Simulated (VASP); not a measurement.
# SrVO3 (Pm-3m) in VASP: a series of runs, part 2 of 2

VASP 6.6.1. Earlier steps stand in the parts before.

## 5. Single point, r2SCAN+U, collinear spin, ferromagnetic start

Input file POSCAR:

```
SrVO3
1.0
    3.8408994000      0.0000000000      0.0000000000
    0.0000000000      3.8408994000      0.0000000000
    0.0000000000      0.0000000000      3.8408994000
Sr V O
1 1 3
Direct
    0.5000000000      0.5000000000      0.5000000000
    0.0000000000      0.0000000000      0.0000000000
    0.5000000000      0.0000000000      0.0000000000
    0.0000000000      0.5000000000      0.0000000000
    0.0000000000      0.0000000000      0.5000000000
```

Input file INCAR.step1:

```
ALGO = Normal ; EDIFF = 1E-4
ENCUT = 520 ; GGA = PE
ISMEAR = 0 ; ISPIN = 2
LASPH = True ; LCHARG = False
LDAU = True ; LDAUJ = 0 0 0
LDAUL = -1 2 -1 ; LDAUTYPE = 2
LDAUU = 0 4 0 ; LMAXMIX = 4
LREAL = False ; LWAVE = True
MAGMOM = 0 1.08 -0.08 -0.08 -0.12 ; NBANDS = 32
NELM = 150 ; PREC = Accurate
SIGMA = 0.05
```

Input file INCAR.step2:

```
ALGO = Normal ; EDIFF = 1E-6
ENCUT = 520 ; ISIF = 2
ISMEAR = 0 ; ISPIN = 2
ISTART = 1 ; LASPH = True
LCHARG = False ; LDAU = True
LDAUJ = 0 0 0 ; LDAUL = -1 2 -1
LDAUPRINT = 1 ; LDAUTYPE = 2
LDAUU = 0 4 0 ; LMAXMIX = 4
LMIXTAU = True ; LORBIT = 11
LREAL = False ; LWAVE = False
MAGMOM = 0 1.08 -0.08 -0.08 -0.12 ; METAGGA = R2SCAN
NBANDS = 32 ; NELM = 150
PREC = Accurate ; SIGMA = 0.05
```

Input file KPOINTS:

```
k-points
0
Gamma
  5 5 5
```

Potentials or basis: VASP PAW PBE potentials, release 64 (Sr_sv, V_sv, O).

Command:

```sh
$ cat potpaw_PBE.64/Sr_sv/POTCAR potpaw_PBE.64/V_sv/POTCAR potpaw_PBE.64/O/POTCAR > POTCAR
$ cp INCAR.step1 INCAR
$ mpirun -np 1 vasp_std > vasp.out
$ cp INCAR.step2 INCAR
$ mpirun -np 1 vasp_std > vasp.out
```

OUTCAR:

```text
EDIFF = 1E-6
   ENCUT = 520
   ISIF = 2
   ISMEAR = 0
   ISPIN = 2
   ISTART = 1
   LASPH = True
   LORBIT = 11
   LREAL = False
   METAGGA = R2SCAN
   NELM = 150
   PREC = Accurate

 ion  position               nearest neighbor table
   1  0.500  0.500  0.500-   3 2.72   4 2.72   5 2.72   3 2.72   4 2.72   3 2.72   5 2.72   3 2.72
                             4 2.72   5 2.72   4 2.72   5 2.72   2 3.33   2 3.33   2 3.33   2 3.33
   2  0.000  0.000  0.000-   3 1.92   4 1.92   5 1.92   5 1.92   4 1.92   3 1.92   1 3.33   1 3.33
                             1 3.33   1 3.33   1 3.33   1 3.33   1 3.33   1 3.33
   3  0.500  0.000  0.000-   2 1.92   2 1.92   1 2.72   1 2.72   1 2.72   1 2.72
   4  0.000  0.500  0.000-   2 1.92   2 1.92   1 2.72   1 2.72   1 2.72   1 2.72
[... 1528 lines left out ...]
 -----------------------------------------------------------------------------------
      1.92045      1.92045      1.92045         0.000000      0.000000      0.000000
      0.00000      0.00000      0.00000         0.000000      0.000000      0.000000
      1.92045      0.00000      0.00000         0.000000      0.000000      0.000000
      0.00000      1.92045      0.00000         0.000000      0.000000      0.000000
      0.00000      0.00000      1.92045         0.000000      0.000000      0.000000
 -----------------------------------------------------------------------------------
    total drift:                                0.000000     -0.000000      0.000000

  FREE ENERGIE OF THE ION-ELECTRON SYSTEM (eV)
  ---------------------------------------------------
  free  energy   TOTEN  =       -58.7044799449 eV

  energy  without entropy=      -58.7018233450  energy(sigma->0) =      -58.70315164

 total charge

# of ion       s       p       d       tot
------------------------------------------
    1        2.000   5.892   0.203   8.095
    2        2.284   6.354   2.787  11.426
    3        1.568   3.531   0.000   5.099
    4        1.568   3.531   0.000   5.099
    5        1.568   3.532   0.000   5.100
--------------------------------------------------
tot          8.989  22.840   2.991  34.820

 magnetization (x)

# of ion       s       p       d       tot
------------------------------------------
    1       -0.000  -0.002   0.002  -0.000
    2        0.011   0.013   1.178   1.202
    3       -0.002  -0.078   0.000  -0.081
    4       -0.002  -0.078   0.000  -0.081
    5       -0.002  -0.078   0.000  -0.081
--------------------------------------------------
tot          0.004  -0.224   1.180   0.960
```

OSZICAR.step1:

```text
N       E                     dE             d eps       ncg     rms          rms(c)
DAV:   1     0.380437299466E+03    0.38044E+03   -0.21137E+04  2304   0.132E+03
DAV:   2    -0.235699564736E+02   -0.40401E+03   -0.38881E+03  2704   0.392E+02
DAV:   3    -0.456877603398E+02   -0.22118E+02   -0.21887E+02  2976   0.950E+01
DAV:   4    -0.464247785980E+02   -0.73702E+00   -0.73559E+00  3240   0.117E+01
DAV:   5    -0.464359146538E+02   -0.11136E-01   -0.11136E-01  2912   0.125E+00    0.381E+01
DAV:   6    -0.364674642191E+02    0.99685E+01   -0.46651E+01  2576   0.576E+01    0.169E+01
DAV:   7    -0.357931249815E+02    0.67434E+00   -0.13581E+01  2440   0.329E+01    0.157E+01
DAV:   8    -0.353945223871E+02    0.39860E+00   -0.12638E+00  2744   0.102E+01    0.505E+00
DAV:   9    -0.354410444815E+02   -0.46522E-01   -0.16881E-01  2832   0.308E+00    0.233E+00
DAV:  10    -0.354031551923E+02    0.37889E-01   -0.88620E-02  2480   0.280E+00    0.700E-01
DAV:  11    -0.354019072750E+02    0.12479E-02   -0.16823E-02  2808   0.109E+00    0.342E-01
DAV:  12    -0.354016092896E+02    0.29799E-03   -0.22221E-03  2808   0.324E-01    0.159E-01
DAV:  13    -0.354017148753E+02   -0.10559E-03   -0.14899E-04  1864   0.854E-02    0.149E-01
DAV:  14    -0.354015907240E+02    0.12415E-03   -0.23446E-04  2056   0.150E-01    0.479E-02
DAV:  15    -0.354015807156E+02    0.10008E-04   -0.27383E-05  1152   0.376E-02
   1 F= -.35401581E+02 E0= -.35400259E+02  d E =-.264374E-02  mag=     1.0000
```

Wall time 2.3 min (1 thread of Intel Xeon Platinum 8559C (Emerald Rapids), shared host); peak memory 0.22 GiB.

What came out:

| Property | Result |
| --- | --- |
| Free energy | -58.7045 eV |
| Pressure | 5.1 GPa |
| Band gap on the k mesh | zero (filled and empty bands overlap) |
| Net moment | 1.00 μB per cell |
| Site moments | Sr -0.00; V +1.20; O -0.08 μB |
| Valence electrons inside the program's atomic spheres | Sr 8.10; V 11.43; O 5.10 |

Eigenvalues of the final occupation matrices:
| site | spin | trace | eigenvalues |
| --- | --- | --- | --- |
| site 2 d | 1 | 2.00 | 0.30 0.31 0.45 0.45 0.49 |
| site 2 d | 2 | 0.82 | 0.09 0.09 0.09 0.28 0.28 |

Caveat: the cell stands under pressure; the PAW data sets were made with another functional, which shifts forces and pressure a little. The state reached can hang on the start; a lower one may exist.

## 6. Single point, r2SCAN+U, collinear spin, ferromagnetic start

POSCAR is that of step 5.

Input file INCAR.step1:

```
PREC     = Accurate       # precision mode
ENCUT    = 520            # plane-wave cutoff, eV
ISMEAR   = 0              # smearing method
SIGMA    = 0.05           # smearing width, eV
LREAL    = False          # projectors in reciprocal space
LASPH    = True           # aspherical terms in the spheres
NELM     = 150            # most SCF steps
ISPIN    = 2              # spin polarisation
MAGMOM   = 0 0.91 -0.07 0.02 0.02 # initial moments
LMAXMIX  = 4              # l up to which the mixer works
LDAU     = True           # DFT+U
LDAUTYPE = 2            
LDAUL    = -1 2 -1        # shell
LDAUU    = 0 4 0          # U, eV
LDAUJ    = 0 0 0        
NBANDS   = 32             # bands
GGA      = PE             # functional
ALGO     = Normal         # electronic algorithm
EDIFF    = 1E-4           # SCF threshold, eV
LWAVE    = True           # write WAVECAR
LCHARG   = False          # write CHGCAR
```

Input file INCAR.step2:

```
PREC     = Accurate       # precision mode
ENCUT    = 520            # plane-wave cutoff, eV
EDIFF    = 1E-6           # SCF threshold, eV
ISMEAR   = 0              # smearing method
SIGMA    = 0.05           # smearing width, eV
LREAL    = False          # projectors in reciprocal space
LASPH    = True           # aspherical terms in the spheres
NELM     = 150            # most SCF steps
ALGO     = Normal         # electronic algorithm
ISIF     = 2              # what is computed and relaxed
LWAVE    = False          # write WAVECAR
LCHARG   = False          # write CHGCAR
ISPIN    = 2              # spin polarisation
MAGMOM   = 0 0.91 -0.07 0.02 0.02 # initial moments
LORBIT   = 11             # projections on sites
LMAXMIX  = 4              # l up to which the mixer works
LDAU     = True           # DFT+U
LDAUTYPE = 2            
LDAUL    = -1 2 -1        # shell
LDAUU    = 0 4 0          # U, eV
LDAUJ    = 0 0 0        
LDAUPRINT= 1            
METAGGA  = R2SCAN         # meta-GGA
LMIXTAU  = True         
NBANDS   = 32             # bands
ISTART   = 1
```

Input file KPOINTS:

```
Automatic mesh
0
Gamma
  5 5 5
```

Potentials or basis: VASP PAW PBE potentials, release 64 (Sr_sv, V_sv, O).

Command:

```sh
$ cat potpaw_PBE.64/Sr_sv/POTCAR potpaw_PBE.64/V_sv/POTCAR potpaw_PBE.64/O/POTCAR > POTCAR
$ cp INCAR.step1 INCAR
$ mpirun -np 1 vasp_std > vasp.out
$ cp INCAR.step2 INCAR
$ mpirun -np 1 vasp_std > vasp.out
```

OUTCAR:

```text
PREC = Accurate
   ENCUT = 520
   EDIFF = 1E-6
   ISMEAR = 0
   LREAL = False
   LASPH = True
   NELM = 150
   ISIF = 2
   ISPIN = 2
   LORBIT = 11
   METAGGA = R2SCAN
   ISTART = 1

 ion  position               nearest neighbor table
   1  0.500  0.500  0.500-   3 2.72   4 2.72   5 2.72   3 2.72   4 2.72   3 2.72   5 2.72   3 2.72
                             4 2.72   5 2.72   4 2.72   5 2.72   2 3.33   2 3.33   2 3.33   2 3.33
   2  0.000  0.000  0.000-   3 1.92   4 1.92   5 1.92   5 1.92   4 1.92   3 1.92   1 3.33   1 3.33
                             1 3.33   1 3.33   1 3.33   1 3.33   1 3.33   1 3.33
   3  0.500  0.000  0.000-   2 1.92   2 1.92   1 2.72   1 2.72   1 2.72   1 2.72
   4  0.000  0.500  0.000-   2 1.92   2 1.92   1 2.72   1 2.72   1 2.72   1 2.72
   5  0.000  0.000  0.500-   2 1.92   2 1.92   1 2.72   1 2.72   1 2.72   1 2.72

  LATTYP: Found a simple cubic cell.
 ALAT       =     3.8408994000

  Lattice vectors:

 A1 = (   3.8408994000,   0.0000000000,   0.0000000000)
 A2 = (   0.0000000000,   3.8408994000,   0.0000000000)
 A3 = (   0.0000000000,   0.0000000000,   3.8408994000)

Analysis of symmetry for initial positions (statically):
=====================================================================
 Subroutine PRICEL returns:
 Original cell was already a primitive cell.

 Routine SETGRP: Setting up the symmetry group for a
 simple cubic supercell.

 Subroutine GETGRP returns: Found 48 space group operations
 (whereof 48 operations were pure point group operations)
 out of a pool of 48 trial point group operations.

The static configuration has the point symmetry O_h .

Analysis of symmetry for dynamics (positions and initial velocities):
=====================================================================
 Subroutine PRICEL returns:
 Original cell was already a primitive cell.

 Routine SETGRP: Setting up the symmetry group for a
 simple cubic supercell.

 Subroutine GETGRP returns: Found 48 space group operations
 (whereof 48 operations were pure point group operations)
 out of a pool of 48 trial point group operations.

The dynamic configuration has the point symmetry O_h .

Analysis of structural, dynamic, and magnetic symmetry:
=====================================================================
 Subroutine PRICEL returns:
 Original cell was already a primitive cell.

 Routine SETGRP: Setting up the symmetry group for a
 simple cubic supercell.

 Subroutine GETGRP returns: Found 16 space group operations
 (whereof 16 operations were pure point group operations)
 out of a pool of 48 trial point group operations.

The overall configuration has the point symmetry D_4h.

 Subroutine INISYM returns: Found 16 space group operations
 (whereof 16 operations are pure point group operations),
 and found     1 'primitive' translations

----------------------------------------------------------------------------------------

[... 151 lines left out ...]
  0.0000  0.0000  0.0000  0.0896  0.0000
 -0.0000 -0.0000 -0.0001  0.0000  0.2766

 occupancies and eigenvectors

  o =  0.0885  v =  0.0000  0.0000  0.0000  0.0000  0.0000  0.0000 -1.0000 -0.0000  0.0000  0.0000      0.0000  0.0000  0.0000  0.0000  0.0000  0.0000  0.0000  0.0000  0.0000  0.0000
  o =  0.0896  v =  0.0000  0.0000  0.0000  0.0000  0.0000  0.0000 -0.0000 -0.0000 -1.0000 -0.0000      0.0000  0.0000  0.0000  0.0000  0.0000  0.0000  0.0000  0.0000  0.0000  0.0000
  o =  0.0896  v =  0.0000  0.0000  0.0000  0.0000  0.0000  1.0000  0.0000  0.0000  0.0000  0.0000      0.0000  0.0000  0.0000  0.0000  0.0000  0.0000  0.0000  0.0000  0.0000  0.0000
  o =  0.2763  v =  0.0000  0.0000  0.0000  0.0000  0.0000  0.0000 -0.0000  0.8660 -0.0000  0.5000      0.0000  0.0000  0.0000  0.0000  0.0000  0.0000  0.0000  0.0000  0.0000  0.0000
  o =  0.2766  v =  0.0000  0.0000  0.0000  0.0000  0.0000  0.0000  0.0000 -0.5000  0.0000  0.8660      0.0000  0.0000  0.0000  0.0000  0.0000  0.0000  0.0000  0.0000  0.0000  0.0000
  o =  0.3036  v =  0.0000 -0.0000 -0.8660  0.0000 -0.5000  0.0000  0.0000  0.0000  0.0000  0.0000      0.0000  0.0000  0.0000  0.0000  0.0000  0.0000  0.0000  0.0000  0.0000  0.0000
  o =  0.3059  v =  0.0000 -0.0000 -0.5000  0.0000  0.8660  0.0000  0.0000  0.0000  0.0000  0.0000      0.0000  0.0000  0.0000  0.0000  0.0000  0.0000  0.0000  0.0000  0.0000  0.0000
  o =  0.4516  v =  0.0000  0.0000 -0.0000 -1.0000  0.0000  0.0000  0.0000  0.0000  0.0000  0.0000      0.0000  0.0000  0.0000  0.0000  0.0000  0.0000  0.0000  0.0000  0.0000  0.0000
  o =  0.4516  v =  1.0000  0.0000  0.0000  0.0000  0.0000  0.0000  0.0000  0.0000  0.0000  0.0000      0.0000  0.0000  0.0000  0.0000  0.0000  0.0000  0.0000  0.0000  0.0000  0.0000
  o =  0.4890  v =  0.0000  1.0000  0.0000  0.0000  0.0000  0.0000  0.0000  0.0000  0.0000  0.0000      0.0000  0.0000  0.0000  0.0000  0.0000  0.0000  0.0000  0.0000  0.0000  0.0000

 number of electron      41.0000017 magnetization       1.0000000

 Free energy of the ion-electron system (eV)
  ---------------------------------------------------
  ext. energy  EPLUGINS =         0.00000000
  ---------------------------------------------------
  free energy    TOTEN  =       -58.70448120 eV

  energy without entropy =      -58.70182467  energy(sigma->0) =      -58.70315294

 E-fermi :   5.6120     XC(G=0): -12.2687

 val. band max:        5.6094730027   @ k =   0.2000   0.4000   0.2000
 cond. band min:       6.0252264323   @ k =   0.4000   0.4000   0.0000
 fundamental gap:      0.4157534297
 Fermi energy:         5.6120024572

 spin component 1

 k-point     1 :       0.0000    0.0000    0.0000
  band No.  band energies     occupation
      1     -63.6003      1.00000
      2     -36.2895      1.00000
      3     -36.2770      1.00000
      4     -36.2770      1.00000
      5     -29.5827      1.00000
      6     -14.6587      1.00000
[... 619 lines left out ...]
     31      16.3143      0.00000
     32      19.6076      0.00000
 Fermi energy:         5.6120024572

 spin component 2

 k-point     1 :       0.0000    0.0000    0.0000
  band No.  band energies     occupation
      1     -61.9915      1.00000
      2     -34.7192      1.00000
      3     -34.6559      1.00000
      4     -34.6558      1.00000
      5     -29.5856      1.00000
      6     -14.7745      1.00000
[... 619 lines left out ...]
     31      16.3637      0.00000
     32      19.6278      0.00000

------------------------ aborting loop because EDIFF is reached ----------------------------------------

  FORCE on cell =-STRESS in cart. coord.  units (eV):
  Direction    XX          YY          ZZ          XY          YZ          ZX
  --------------------------------------------------------------------------------------
  -------------------------------------------------------------------------------------
  Total        1.7480337      1.8447860      1.8447860      0.0000000     -0.0000000      0.0000000
  in kB       49.4266961     52.1624269     52.1624269      0.0000000     -0.0000000      0.0000000
  external PRESSURE =      51.2505166 kB  Pullay stress =       0.0000000 kB

 VOLUME and BASIS-vectors are now :
 -----------------------------------------------------------------------------
  energy-cutoff  :      520.00
  volume of cell :       56.66
      direct lattice vectors                 reciprocal lattice vectors
     3.840899400  0.000000000  0.000000000     0.260355686  0.000000000  0.000000000
     0.000000000  3.840899400  0.000000000     0.000000000  0.260355686  0.000000000
     0.000000000  0.000000000  3.840899400     0.000000000  0.000000000  0.260355686

 POSITION                                       TOTAL-FORCE (eV/Angst)
 -----------------------------------------------------------------------------------
      1.92045      1.92045      1.92045         0.000000      0.000000      0.000000
      0.00000      0.00000      0.00000         0.000000      0.000000      0.000000
      1.92045      0.00000      0.00000         0.000000      0.000000      0.000000
      0.00000      1.92045      0.00000         0.000000      0.000000      0.000000
      0.00000      0.00000      1.92045         0.000000      0.000000      0.000000
 -----------------------------------------------------------------------------------
    total drift:                                0.000000     -0.000000      0.000000

  FREE ENERGIE OF THE ION-ELECTRON SYSTEM (eV)
  ---------------------------------------------------
  free  energy   TOTEN  =       -58.7044811989 eV

  energy  without entropy=      -58.7018246744  energy(sigma->0) =      -58.70315294

 total charge

# of ion       s       p       d       tot
------------------------------------------
    1        2.000   5.892   0.203   8.095
    2        2.284   6.354   2.787  11.426
    3        1.568   3.532   0.000   5.100
    4        1.568   3.531   0.000   5.099
    5        1.568   3.531   0.000   5.099
--------------------------------------------------
tot          8.989  22.840   2.991  34.820

 magnetization (x)

# of ion       s       p       d       tot
------------------------------------------
    1       -0.000  -0.002   0.002  -0.000
    2        0.011   0.013   1.178   1.202
    3       -0.002  -0.078   0.000  -0.081
    4       -0.002  -0.078   0.000  -0.081
    5       -0.002  -0.078   0.000  -0.081
--------------------------------------------------
tot          0.004  -0.224   1.180   0.960
```

Wall time 2 min (1 thread of Intel Xeon Platinum 8559C (Emerald Rapids), shared host); peak memory 0.22 GiB.

Results:

| Item | Value |
| --- | --- |
| Free energy | -58.7045 eV |
| Pressure | 5.1 GPa |
| Band gap on the k mesh | zero (filled and empty bands overlap) |
| Net moment | 1.00 μB per cell |
| Site moments | Sr -0.00; V +1.20; O -0.08 μB |
| Valence electrons inside the program's atomic spheres | Sr 8.10; V 11.43; O 5.10 |

Stress tensor (GPa, compression positive):
```
4.94 0.00 0.00
0.00 5.22 0.00
0.00 0.00 5.22
```

Eigenvalues of the final occupation matrices:
| site | spin | trace | eigenvalues |
| --- | --- | --- | --- |
| site 2 d | 1 | 2.00 | 0.30 0.31 0.45 0.45 0.49 |
| site 2 d | 2 | 0.82 | 0.09 0.09 0.09 0.28 0.28 |

Caveat: the cell stands under pressure; the PAW data sets were made with another functional, which shifts forces and pressure a little. The state reached can hang on the start; a lower one may exist.
